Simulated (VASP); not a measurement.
# NaCaI3 (Pm-3m) in VASP: a series of runs

The runs below take NaCaI3 through single point, with PBE.

Everything below comes from runs of VASP 6.6.1. Logs are shortened: lines on timing, memory, paths and dates and some standing lists are left out, and cuts for length are marked.

## Step 1: The cell of the first run

The structure is cubic, space group Pm-3m (No. 221). Conventional cell: a = 6.065 Å, b = 6.065 Å, c = 6.065 Å, α = 90.00°, β = 90.00°, γ = 90.00°. Na (site symmetry m-3m) has 12 I at 4.29 Å and 8 Ca at 5.25 Å within 5.6 Å. Within 4.0 Å of Ca (site symmetry m-3m) lie 6 I at 3.03 Å. I (site symmetry 4/mmm) has 2 Ca at 3.03 Å within 4.0 Å.

## Step 2: Single point, PBE (strain -1.0%)

INCAR

```
SYSTEM = NaCaI3
PREC = Accurate ; ENCUT = 520
EDIFF = 1E-6 ; ISMEAR = -1
SIGMA = 0.02 ; LREAL = .False.
LASPH = .True. ; NELM = 100
ALGO = Normal ; ISIF = 2
LWAVE = .False. ; LCHARG = .False.
GGA = PE ; NBANDS = 27
```

KPOINTS

```
Automatic mesh
0
Gamma
  4 4 4
  0 0 0
```

POSCAR

```
NaCaI3
1.0
    6.0646387483      0.0000000000      0.0000000000
    0.0000000000      6.0646387483      0.0000000000
    0.0000000000      0.0000000000      6.0646387483
Na Ca I
1 1 3
Direct
    0.0000000000      0.0000000000      0.0000000000
    0.5000000000      0.5000000000      0.5000000000
    0.5000000000      0.5000000000      0.0000000000
    0.5000000000      0.0000000000      0.5000000000
    0.0000000000      0.5000000000      0.5000000000
```

Potentials or basis: VASP PAW PBE potentials, release 64 (Na_pv, Ca_sv, I).

The run is started by

```
$ cat potpaw_PBE.64/Na_pv/POTCAR potpaw_PBE.64/Ca_sv/POTCAR potpaw_PBE.64/I/POTCAR > POTCAR
$ mpirun -np 1 vasp_std > vasp.out
```

OUTCAR:

```text
SYSTEM = NaCaI3
   PREC = Accurate
   ENCUT = 520
   EDIFF = 1E-6
   ISMEAR = -1
   LREAL = .False.
   LASPH = .True.
   NELM = 100
   ISIF = 2
   GGA = PE

 ion  position               nearest neighbor table
   1  0.000  0.000  0.000-
   2  0.500  0.500  0.500-   3 3.03   4 3.03   5 3.03   3 3.03   4 3.03   5 3.03
   3  0.500  0.500  0.000-   2 3.03   2 3.03
   4  0.500  0.000  0.500-   2 3.03   2 3.03
   5  0.000  0.500  0.500-   2 3.03   2 3.03

  LATTYP: Found a simple cubic cell.
 ALAT       =     6.0646387483

  Lattice vectors:

 A1 = (   6.0646387483,   0.0000000000,   0.0000000000)
 A2 = (   0.0000000000,   6.0646387483,   0.0000000000)
 A3 = (   0.0000000000,   0.0000000000,   6.0646387483)

Analysis of symmetry for initial positions (statically):
=====================================================================
 Subroutine PRICEL returns:
 Original cell was already a primitive cell.

 Routine SETGRP: Setting up the symmetry group for a
 simple cubic supercell.

 Subroutine GETGRP returns: Found 48 space group operations
 (whereof 48 operations were pure point group operations)
 out of a pool of 48 trial point group operations.

The static configuration has the point symmetry O_h .

Analysis of symmetry for dynamics (positions and initial velocities):
=====================================================================
 Subroutine PRICEL returns:
 Original cell was already a primitive cell.

 Routine SETGRP: Setting up the symmetry group for a
 simple cubic supercell.

 Subroutine GETGRP returns: Found 48 space group operations
 (whereof 48 operations were pure point group operations)
 out of a pool of 48 trial point group operations.

The dynamic configuration has the point symmetry O_h .

 Subroutine INISYM returns: Found 48 space group operations
 (whereof 48 operations are pure point group operations),
 and found     1 'primitive' translations

----------------------------------------------------------------------------------------
[... 76 lines left out ...]
   ISTART =      0    job   : 0-new  1-cont  2-samecut
   ICHARG =      2    charge: 1-file 2-atom 10-const
   ISPIN  =      1    spin polarized calculation?
   LNONCOLLINEAR =      F non collinear calculations
   LSORBIT =      F    spin-orbit coupling
   LASPH  =      T    aspherical Exc in radial PAW
   ENCUT  =  520.0 eV  38.22 Ry    6.18 a.u.  11.28 11.28 11.28*2*pi/ulx,y,z
   NELM   =    100;   NELMIN=  2; NELMDL= -5     # of ELM steps
   EDIFF  = 0.1E-05   stopping-criterion for ELM
   LREAL  =      F    real-space projection
   EDIFFG = 0.1E-04   stopping-criterion for IOM
   NSW    =      0    number of steps for IOM
   IBRION =     -1    ionic relax: 0-MD 1-quasi-New 2-CG
   NFREE  =      0    steps in history (QN), initial steepest desc. (CG)
   ISIF   =      2    stress and relaxation
   ISYM   =      2    0-nonsym 1-usesym 2-fastsym
   POTIM  = 0.5000    time-step for ionic-motion
   TEBEG  =    0.0;   TEEND  =   0.0 temperature during run
   PSTRESS=    0.0 pullay stress
   NELECT =      38.0000    total number of electrons
   NUPDOWN=      -1.0000    fix difference up-down
   EMIN   =  10.00;   EMAX   =-10.00  energy-range for DOS
   EFERMI =   0.00;   METHOD = LEGACY
   ISMEAR =    -1;   SIGMA  =   0.02  broadening in eV -4-tet -1-fermi 0-gaus
   EFERMI_NEDOS =   21; number of points for ismear=-14 and -15
   IALGO  =     38    algorithm
   IMIX   =      4    mixing-type and parameters
     AMIX     =   0.40;   BMIX     =  1.00
     AMIX_MAG =   1.60;   BMIX_MAG =  1.00
  volume/ion in A,a.u.               =      44.61       301.05
  Fermi-wavevector in a.u.,A,eV,Ry     =   0.907537  1.714997 11.206081  0.823624
  Thomas-Fermi vector in A             =   2.031356
   LORBIT       =      0    0 simple, 1 ext, 2 COOP (PROOUT), +10 PAW based schemes
   GGA     = PE    functional components
   LHFCALC =     F    Hartree Fock is set to
   AEXX    =    0.0000 exact exchange contribution
   IVDW    =     0    specifies the selected vdW correction
   LEPSILON=     F    determine dielectric tensor
   LRPA    =     F    only Hartree local field effects (RPA)
 non-spin polarized calculation
  energy-cutoff  :      520.00
  volume of cell :      223.06
 maximum number of plane-waves:      6031
 NGX is ok and might be reduce to    48
   NGX = 23   NGY = 23   NGZ = 23

 number of electron      37.9999984 magnetization

 Free energy of the ion-electron system (eV)
  ---------------------------------------------------
  ext. energy  EPLUGINS =         0.00000000
  ---------------------------------------------------
  free energy    TOTEN  =       -14.25473168 eV

  energy without entropy =      -14.25473168  energy(sigma->0) =      -14.25473168

 E-fermi :   1.2493     XC(G=0):  -7.0553

 val. band max:        0.6752454136   @ k =   0.5000   0.5000   0.5000
 cond. band min:       3.0661767796   @ k =   0.0000   0.0000   0.0000
 fundamental gap:      2.3909313660
 Fermi energy:         1.2493120483

 k-point     1 :       0.0000    0.0000    0.0000
  band No.  band energies     occupation
      1     -39.1326      2.00000
      2     -24.0013      2.00000
      3     -24.0013      2.00000
      4     -24.0013      2.00000
      5     -20.1744      2.00000
      6     -20.1744      2.00000
[... 289 lines left out ...]
     26       6.3475      0.00000
     27       7.8470      0.00000

------------------------ aborting loop because EDIFF is reached ----------------------------------------

  FORCE on cell =-STRESS in cart. coord.  units (eV):
  Direction    XX          YY          ZZ          XY          YZ          ZX
  --------------------------------------------------------------------------------------
  -------------------------------------------------------------------------------------
  Total        1.0139385      1.0139385      1.0139385      0.0000000      0.0000000      0.0000000
  in kB        7.2829511      7.2829511      7.2829511      0.0000000      0.0000000      0.0000000
  external PRESSURE =       7.2829511 kB  Pullay stress =       0.0000000 kB

 VOLUME and BASIS-vectors are now :
 -----------------------------------------------------------------------------
  energy-cutoff  :      520.00
  volume of cell :      223.06
      direct lattice vectors                 reciprocal lattice vectors
     6.064638748  0.000000000  0.000000000     0.164890283  0.000000000  0.000000000
     0.000000000  6.064638748  0.000000000     0.000000000  0.164890283  0.000000000
     0.000000000  0.000000000  6.064638748     0.000000000  0.000000000  0.164890283

 POSITION                                       TOTAL-FORCE (eV/Angst)
 -----------------------------------------------------------------------------------
      0.00000      0.00000      0.00000         0.000000      0.000000      0.000000
      3.03232      3.03232      3.03232         0.000000      0.000000      0.000000
      3.03232      3.03232      0.00000         0.000000      0.000000      0.000000
      3.03232      0.00000      3.03232         0.000000      0.000000      0.000000
      0.00000      3.03232      3.03232         0.000000      0.000000      0.000000
 -----------------------------------------------------------------------------------
    total drift:                                0.000000     -0.000000     -0.000000

  FREE ENERGIE OF THE ION-ELECTRON SYSTEM (eV)
  ---------------------------------------------------
  free  energy   TOTEN  =       -14.2547316822 eV

  energy  without entropy=      -14.2547316822  energy(sigma->0) =      -14.25473168
```

OSZICAR:

```text
N       E                     dE             d eps       ncg     rms          rms(c)
DAV:   1     0.296354251073E+03    0.29635E+03   -0.16243E+04   572   0.119E+03
DAV:   2     0.111877923525E+02   -0.28517E+03   -0.27587E+03   648   0.286E+02
DAV:   3    -0.136196732374E+02   -0.24807E+02   -0.24711E+02   869   0.842E+01
DAV:   4    -0.147485599565E+02   -0.11289E+01   -0.11251E+01   885   0.151E+01
DAV:   5    -0.147958214509E+02   -0.47261E-01   -0.47250E-01   818   0.185E+00    0.446E+00
DAV:   6    -0.144491474617E+02    0.34667E+00   -0.30129E-01   622   0.240E+00    0.297E+00
DAV:   7    -0.142612640374E+02    0.18788E+00   -0.53736E-01   627   0.318E+00    0.833E-01
DAV:   8    -0.142544574756E+02    0.68066E-02   -0.27278E-02   597   0.997E-01    0.168E-01
DAV:   9    -0.142545262466E+02   -0.68771E-04   -0.23652E-03   711   0.286E-01    0.154E-01
DAV:  10    -0.142547367438E+02   -0.21050E-03   -0.92257E-04   570   0.168E-01    0.246E-02
DAV:  11    -0.142547240543E+02    0.12689E-04   -0.71073E-05   727   0.504E-02    0.180E-02
DAV:  12    -0.142547303538E+02   -0.62995E-05   -0.14945E-05   790   0.197E-02    0.643E-03
DAV:  13    -0.142547314015E+02   -0.10477E-05   -0.11642E-06   575   0.695E-03    0.221E-03
DAV:  14    -0.142547316822E+02   -0.28068E-06   -0.62663E-07   450   0.482E-03
   1 F= -.14254732E+02 E0= -.14254732E+02  d E =-.608647E-13
```

Run time: 37 s. Hardware: 1 thread of AMD EPYC 9R45 (Zen 5), shared host; peak memory 0.32 GiB.

Results:

```yaml
Free_energy: -14.2547 eV
Pressure: 0.7 GPa
Band_gap_on_the_k_mesh: 2.39 eV, indirect (least direct gap 2.74 eV)
```

Levels at points of the mesh, in eV from the valence-band top:
```
           k point  band 15  band 16  band 17  band 18  band 19  band 20  band 21  band 22  band 23  band 24
(0.00, 0.00, 0.00)    -0.68    -0.68    -0.35    -0.35    -0.35     2.39     3.74     3.74     3.74     4.56
(0.50, 0.00, 0.00)    -1.12    -1.12    -0.84    -0.46    -0.46     3.71     3.82     4.51     4.79     4.84
(0.50, 0.50, 0.00)    -1.11    -1.11    -1.09    -1.09    -0.01     3.69     4.90     4.90     4.90     5.33
(0.50, 0.50, 0.50)    -1.43    -1.43     0.00     0.00     0.00     2.74     5.36     5.36     5.36     5.67
```

Caveat: the cell differs from its parent crystal (strain -1.0%); spin-orbit coupling is left out, which moves the levels of the heavy elements. A k mesh can miss the band edges.

## Step 3: Single point, PBE

This run uses another cell than the first one, of 45.98 Å³/atom, 1.031 times its volume.

INCAR

```
SYSTEM = NaCaI3
PREC = Accurate
ENCUT = 520
EDIFF = 1E-6
ISMEAR = -1
SIGMA = 0.02
LREAL = .False.
LASPH = .True.
NELM = 60
ALGO = Normal
ISIF = 2
LWAVE = .False.
LCHARG = .True.
GGA = PE
LELF = .True.
LVHAR = .True.
NBANDS = 27
```

KPOINTS

```
regular mesh
0
Gamma
  4 4 4
  0 0 0
```

Edit POSCAR of step 2 so:

```diff
@@ -2,5 +2,5 @@
 1.0
-    6.0646387483      0.0000000000      0.0000000000
-    0.0000000000      6.0646387483      0.0000000000
-    0.0000000000      0.0000000000      6.0646387483
+    6.1258977255      0.0000000000      0.0000000000
+    0.0000000000      6.1258977255      0.0000000000
+    0.0000000000      0.0000000000      6.1258977255
 Na Ca I
```

Potentials or basis: VASP PAW PBE potentials, release 64 (Na_pv, Ca_sv, I).

The run is started by

```
$ cat potpaw_PBE.64/Na_pv/POTCAR potpaw_PBE.64/Ca_sv/POTCAR potpaw_PBE.64/I/POTCAR > POTCAR
$ mpirun -np 1 vasp_std > vasp.out
```

It took 39 s on 1 thread of AMD EPYC 9R45 (Zen 5), shared host; peak memory 0.31 GiB.

The run converged. Its results:

* Free energy: -14.2748 eV
* Pressure: 0.2 GPa
* Band gap on the k mesh: 2.40 eV, indirect (least direct gap 2.74 eV)

Levels at points of the mesh, in eV from the valence-band top:
```tsv
k point	band 17	band 18	band 19	band 20	band 21	band 22
(0.00, 0.00, 0.00)	-0.34	-0.34	-0.34	2.40	3.76	3.76
(0.50, 0.00, 0.00)	-0.79	-0.44	-0.44	3.66	3.84	4.50
(0.50, 0.50, 0.00)	-1.03	-1.03	-0.01	3.65	4.82	4.85
(0.50, 0.50, 0.50)	0.00	0.00	0.00	2.76	5.30	5.30
```

Caveat: spin-orbit coupling is left out, which moves the levels of the heavy elements.
